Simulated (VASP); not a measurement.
Input of a VASP 6.6.1 run:

File INCAR:

```
PREC     = Accurate       # precision mode
ENCUT    = 600            # plane-wave cutoff, eV
EDIFF    = 1E-7           # SCF threshold, eV
ISMEAR   = 0              # smearing method
SIGMA    = 0.1            # smearing width, eV
LREAL    = F              # projectors in reciprocal space
LASPH    = T              # aspherical terms in the spheres
NELM     = 80             # most SCF steps
ALGO     = Normal         # electronic algorithm
ISIF     = 3              # what is computed and relaxed
LWAVE    = F              # write WAVECAR
LCHARG   = F              # write CHGCAR
GGA      = PE             # functional
IBRION   = 2              # ionic algorithm
NSW      = 90             # ionic steps
EDIFFG   = -0.04          # ionic threshold
```

The input KPOINTS:

```
regular mesh
0
Gamma
  4 4 4
```

File POSCAR:

```
PdS3
1.0
    4.2289041530      0.0000000000      0.0000000000
    0.0000000000      4.2289041530      0.0000000000
    0.0000000000      0.0000000000      4.2289041530
Pd S
1 3
Direct
    0.0000000000      0.0000000000      0.0000000000
    0.0000000000      0.5000000000      0.5000000000
    0.5000000000      0.0000000000      0.5000000000
    0.5000000000      0.5000000000      0.0000000000
```

Potentials or basis: VASP PAW PBE potentials, release 64 (Pd, S).

Launch:

```bash
$ cat potpaw_PBE.64/Pd/POTCAR potpaw_PBE.64/S/POTCAR > POTCAR
$ mpirun -np 1 vasp_std > vasp.out
```

**Question.** Estimate the relaxed volume.

**Answer.** 16.13 Å³/atom.

**Question.** What does it give for the band gap on the k mesh?

**Answer.** Zero (band 14 reaches 9.40 eV, above the bottom of band 15 at 7.78 eV).

The path:
| step | energy change (eV) | largest force (eV/Å) | pressure (GPa) | volume (Å³) |
| --- | --- | --- | --- | --- |
| 1 | 0.0000 | 0.0000 | -9.82 | 75.63 |
| 2 | -0.3894 | 0.0000 | 1.25 | 63.65 |
| 3 | -0.3929 | 0.0000 | 0.04 | 64.51 |

Caveat: the k points lie up to 0.39 Å⁻¹ apart in the final cell.
